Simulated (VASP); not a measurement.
# CsPbCl3 (Pm-3m) in VASP: a series of runs

The runs below take CsPbCl3 through single point, with PBE.

Program: VASP 6.6.1. These are calculated values, not measurements. Logs are shortened: lines on timing, memory, paths and dates and some standing lists are left out, and cuts for length are marked.

**1. The cell of the first run**

It takes space group Pm-3m (No. 221, cubic). Conventional cell: a = 5.529 Å, b = 5.529 Å, c = 5.529 Å, α = 90.00°, β = 90.00°, γ = 90.00°. Cs (site symmetry m-3m) has 12 Cl at 3.91 Å and 8 Pb at 4.79 Å within 5.1 Å. Pb (site symmetry m-3m) has 6 Cl at 2.76 Å within 3.6 Å. Within 3.6 Å of Cl (site symmetry 4/mmm) lie 2 Pb at 2.76 Å.

**2. Single point, PBE**

Contents of INCAR:

```
SYSTEM = CsPbCl3
PREC = Accurate
ENCUT = 520
EDIFF = 1E-7
ISMEAR = 0
SIGMA = 0.01
LREAL = .False.
LASPH = .True.
NELM = 60
ALGO = Normal
ISIF = 2
LWAVE = .False.
LCHARG = .False.
GGA = PE
NBANDS = 30
```

Contents of KPOINTS:

```
Automatic mesh
0
Gamma
  3 3 3
  0 0 0
```

Contents of POSCAR:

```
CsPbCl3
1.0
    5.5292474706      0.0000000000      0.0000000000
    0.0000000000      5.5292474706      0.0000000000
    0.0000000000      0.0000000000      5.5292474706
Cs Pb Cl
1 1 3
Direct
    0.0000000000      0.0000000000      0.0000000000
    0.5000000000      0.5000000000      0.5000000000
    0.5000000000      0.5000000000      0.0000000000
    0.0000000000      0.5000000000      0.5000000000
    0.5000000000      0.0000000000      0.5000000000
```

Potentials or basis: VASP PAW PBE potentials, release 64 (Cs_sv, Pb_d, Cl).

On the command line:

```
> cat potpaw_PBE.64/Cs_sv/POTCAR potpaw_PBE.64/Pb_d/POTCAR potpaw_PBE.64/Cl/POTCAR > POTCAR
> mpirun -np 1 vasp_std > vasp.out
```

OUTCAR:

```text
SYSTEM = CsPbCl3
   PREC = Accurate
   ENCUT = 520
   EDIFF = 1E-7
   ISMEAR = 0
   LREAL = .False.
   LASPH = .True.
   NELM = 60
   ISIF = 2
   GGA = PE

 ion  position               nearest neighbor table
   1  0.000  0.000  0.000-
   2  0.500  0.500  0.500-   3 2.76   4 2.76   5 2.76   3 2.76   5 2.76   4 2.76
   3  0.500  0.500  0.000-   2 2.76   2 2.76
   4  0.000  0.500  0.500-   2 2.76   2 2.76
   5  0.500  0.000  0.500-   2 2.76   2 2.76

  LATTYP: Found a simple cubic cell.
 ALAT       =     5.5292474706

  Lattice vectors:

 A1 = (   5.5292474706,   0.0000000000,   0.0000000000)
 A2 = (   0.0000000000,   5.5292474706,   0.0000000000)
 A3 = (   0.0000000000,   0.0000000000,   5.5292474706)

Analysis of symmetry for initial positions (statically):
=====================================================================
 Subroutine PRICEL returns:
 Original cell was already a primitive cell.

 Routine SETGRP: Setting up the symmetry group for a
 simple cubic supercell.

 Subroutine GETGRP returns: Found 48 space group operations
 (whereof 48 operations were pure point group operations)
 out of a pool of 48 trial point group operations.

The static configuration has the point symmetry O_h .

Analysis of symmetry for dynamics (positions and initial velocities):
=====================================================================
 Subroutine PRICEL returns:
 Original cell was already a primitive cell.

 Routine SETGRP: Setting up the symmetry group for a
 simple cubic supercell.

 Subroutine GETGRP returns: Found 48 space group operations
 (whereof 48 operations were pure point group operations)
 out of a pool of 48 trial point group operations.

The dynamic configuration has the point symmetry O_h .

 Subroutine INISYM returns: Found 48 space group operations
 (whereof 48 operations are pure point group operations),
 and found     1 'primitive' translations

----------------------------------------------------------------------------------------

                                     Primitive cell

  volume of cell :     169.0433

  direct lattice vectors                    reciprocal lattice vectors
     5.529247471  0.000000000  0.000000000     0.180856438  0.000000000  0.000000000
     0.000000000  5.529247471  0.000000000     0.000000000  0.180856438  0.000000000
     0.000000000  0.000000000  5.529247471     0.000000000  0.000000000  0.180856438

  length of vectors
     5.529247471  5.529247471  5.529247471     0.180856438  0.180856438  0.180856438

  position of ions in fractional coordinates (direct lattice)
     0.000000000  0.000000000  0.000000000
     0.500000000  0.500000000  0.500000000
     0.500000000  0.500000000  0.000000000
     0.000000000  0.500000000  0.500000000
     0.500000000  0.000000000  0.500000000

  ion indices of the primitive-cell ions
   primitive index   ion index
                 1           1
                 2           2
                 3           3
                 4           4
                 5           5

----------------------------------------------------------------------------------------

 KPOINTS: Automatic mesh

Automatic generation of k-mesh.
 Grid dimensions read from file:
 generate k-points for:    3    3    3

 Generating k-lattice:

  Cartesian coordinates                     Fractional coordinates (reciprocal lattice)
     0.060285479  0.000000000  0.000000000     0.333333333  0.000000000  0.000000000
     0.000000000  0.060285479  0.000000000     0.000000000  0.333333333  0.000000000
     0.000000000  0.000000000  0.060285479     0.000000000  0.000000000  0.333333333

  Length of vectors
     0.060285479  0.060285479  0.060285479

  Shift w.r.t. Gamma in fractional coordinates (k-lattice)
     0.000000000  0.000000000  0.000000000

 Subroutine IBZKPT returns following result:
 ===========================================

 Found      4 irreducible k-points:

 Following reciprocal coordinates:
            Coordinates               Weight
  0.000000  0.000000  0.000000      1.000000
  0.333333  0.000000  0.000000      6.000000
  0.333333  0.333333  0.000000     12.000000
  0.333333  0.333333  0.333333      8.000000
   k-points           NKPTS =      4   k-points in BZ     NKDIM =      4   number of bands    NBANDS=     30
   number of dos      NEDOS =    301   number of ions     NIONS =      5
   total plane-waves  NPLWV =  74088
   dimension x,y,z NGX =    42 NGY =   42 NGZ =   42
   dimension x,y,z NGXF=    84 NGYF=   84 NGZF=   84
   ions per type =               1   1   3
   NGX,Y,Z   is equivalent  to a cutoff of  12.63, 12.63, 12.63 a.u.
   NGXF,Y,Z  is equivalent  to a cutoff of  25.26, 25.26, 25.26 a.u.
 SYSTEM =  CsPbCl3
   PREC   = accura    normal or accurate (medium, high low for compatibility)
   ISTART =      0    job   : 0-new  1-cont  2-samecut
   ICHARG =      2    charge: 1-file 2-atom 10-const
   ISPIN  =      1    spin polarized calculation?
   LNONCOLLINEAR =      F non collinear calculations
   LSORBIT =      F    spin-orbit coupling
   LASPH  =      T    aspherical Exc in radial PAW
   ENCUT  =  520.0 eV  38.22 Ry    6.18 a.u.  10.28 10.28 10.28*2*pi/ulx,y,z
   NELM   =     60;   NELMIN=  2; NELMDL= -5     # of ELM steps
   EDIFF  = 0.1E-06   stopping-criterion for ELM
   LREAL  =      F    real-space projection
   EDIFFG = 0.1E-05   stopping-criterion for IOM
   NSW    =      0    number of steps for IOM
   IBRION =     -1    ionic relax: 0-MD 1-quasi-New 2-CG
   NFREE  =      0    steps in history (QN), initial steepest desc. (CG)
   ISIF   =      2    stress and relaxation
   ISYM   =      2    0-nonsym 1-usesym 2-fastsym
   POTIM  = 0.5000    time-step for ionic-motion
   TEBEG  =    0.0;   TEEND  =   0.0 temperature during run
   PSTRESS=    0.0 pullay stress
   NELECT =      44.0000    total number of electrons
   NUPDOWN=      -1.0000    fix difference up-down
   EMIN   =  10.00;   EMAX   =-10.00  energy-range for DOS
   EFERMI =   0.00;   METHOD = LEGACY
   ISMEAR =     0;   SIGMA  =   0.01  broadening in eV -4-tet -1-fermi 0-gaus
   EFERMI_NEDOS =   21; number of points for ismear=-14 and -15
   IALGO  =     38    algorithm
   IMIX   =      4    mixing-type and parameters
     AMIX     =   0.40;   BMIX     =  1.00
     AMIX_MAG =   1.60;   BMIX_MAG =  1.00
  volume/ion in A,a.u.               =      33.81       228.15
  Fermi-wavevector in a.u.,A,eV,Ry     =   1.045265  1.975264 14.865435  1.092579
  Thomas-Fermi vector in A             =   2.180053
   LORBIT       =      0    0 simple, 1 ext, 2 COOP (PROOUT), +10 PAW based schemes
   GGA     = PE    functional components
   LHFCALC =     F    Hartree Fock is set to
   AEXX    =    0.0000 exact exchange contribution
   IVDW    =     0    specifies the selected vdW correction
   LEPSILON=     F    determine dielectric tensor
   LRPA    =     F    only Hartree local field effects (RPA)
 non-spin polarized calculation
 Gauss-broadening in eV      SIGMA  =   0.01
  energy-cutoff  :      520.00
  volume of cell :      169.04
 maximum number of plane-waves:      4558
 NGX is ok and might be reduce to    42
   NGX = 21   NGY = 21   NGZ = 21

 number of electron      43.9999979 magnetization

 Free energy of the ion-electron system (eV)
  ---------------------------------------------------
  ext. energy  EPLUGINS =         0.00000000
  ---------------------------------------------------
  free energy    TOTEN  =       -17.50288732 eV

  energy without entropy =      -17.50288732  energy(sigma->0) =      -17.50288732

 E-fermi :   1.0584     XC(G=0):  -7.9995

 val. band max:        0.9411304531   @ k =   0.3333   0.3333   0.3333
 cond. band min:       5.2029554152   @ k =   0.3333   0.3333   0.3333
 fundamental gap:      4.2618249621
 Fermi energy:         1.0584359212

 k-point     1 :       0.0000    0.0000    0.0000
  band No.  band energies     occupation
      1     -19.2613      2.00000
      2     -14.6769      2.00000
      3     -14.6769      2.00000
      4     -14.3538      2.00000
      5     -14.3538      2.00000
      6     -14.3538      2.00000
[... 22 lines left out ...]
     29       8.6093      0.00000
     30       8.6093      0.00000

 k-point     2 :       0.3333    0.0000    0.0000
  band No.  band energies     occupation
      1     -19.2591      2.00000
      2     -14.6766      2.00000
      3     -14.5777      2.00000
      4     -14.3552      2.00000
      5     -14.3552      2.00000
      6     -14.3537      2.00000
[... 22 lines left out ...]
     29       7.6049      0.00000
     30       8.7820      0.00000

 k-point     3 :       0.3333    0.3333    0.0000
  band No.  band energies     occupation
      1     -19.2573      2.00000
      2     -14.6313      2.00000
      3     -14.5099      2.00000
      4     -14.3566      2.00000
      5     -14.3552      2.00000
      6     -14.3552      2.00000
[... 22 lines left out ...]
     29       8.0982      0.00000
     30       8.4031      0.00000

 k-point     4 :       0.3333    0.3333    0.3333
  band No.  band energies     occupation
      1     -19.2556      2.00000
      2     -14.5097      2.00000
      3     -14.5097      2.00000
      4     -14.3567      2.00000
      5     -14.3567      2.00000
      6     -14.3566      2.00000
[... 22 lines left out ...]
     29       8.2695      0.00000
     30       8.5134      0.00000

------------------------ aborting loop because EDIFF is reached ----------------------------------------

  FORCE on cell =-STRESS in cart. coord.  units (eV):
  Direction    XX          YY          ZZ          XY          YZ          ZX
  --------------------------------------------------------------------------------------
  -------------------------------------------------------------------------------------
  Total        2.8604059      2.8604059      2.8604059      0.0000000      0.0000000     -0.0000000
  in kB       27.1106650     27.1106650     27.1106650      0.0000000      0.0000000     -0.0000000
  external PRESSURE =      27.1106650 kB  Pullay stress =       0.0000000 kB

 VOLUME and BASIS-vectors are now :
 -----------------------------------------------------------------------------
  energy-cutoff  :      520.00
  volume of cell :      169.04
      direct lattice vectors                 reciprocal lattice vectors
     5.529247471  0.000000000  0.000000000     0.180856438  0.000000000  0.000000000
     0.000000000  5.529247471  0.000000000     0.000000000  0.180856438  0.000000000
     0.000000000  0.000000000  5.529247471     0.000000000  0.000000000  0.180856438

 POSITION                                       TOTAL-FORCE (eV/Angst)
 -----------------------------------------------------------------------------------
      0.00000      0.00000      0.00000         0.000000      0.000000      0.000000
      2.76462      2.76462      2.76462         0.000000      0.000000      0.000000
      2.76462      2.76462      0.00000         0.000000      0.000000      0.000000
      0.00000      2.76462      2.76462         0.000000      0.000000      0.000000
      2.76462      0.00000      2.76462         0.000000      0.000000      0.000000
 -----------------------------------------------------------------------------------
    total drift:                                0.000000     -0.000000     -0.000000

  FREE ENERGIE OF THE ION-ELECTRON SYSTEM (eV)
  ---------------------------------------------------
  free  energy   TOTEN  =       -17.5028873240 eV

  energy  without entropy=      -17.5028873240  energy(sigma->0) =      -17.50288732
```

Run time: 46 s. Hardware: 1 thread of AMD EPYC 7R13, shared host; peak memory 0.22 GiB.

What came out:

| Item | Value |
| --- | --- |
| Free energy | -17.5029 eV |
| Pressure | 2.7 GPa |
| Band gap on the k mesh | 4.26 eV, direct |

Caveat: spin-orbit coupling is left out, which moves the levels of the heavy elements.

(Part 1 of 2 ends here.)
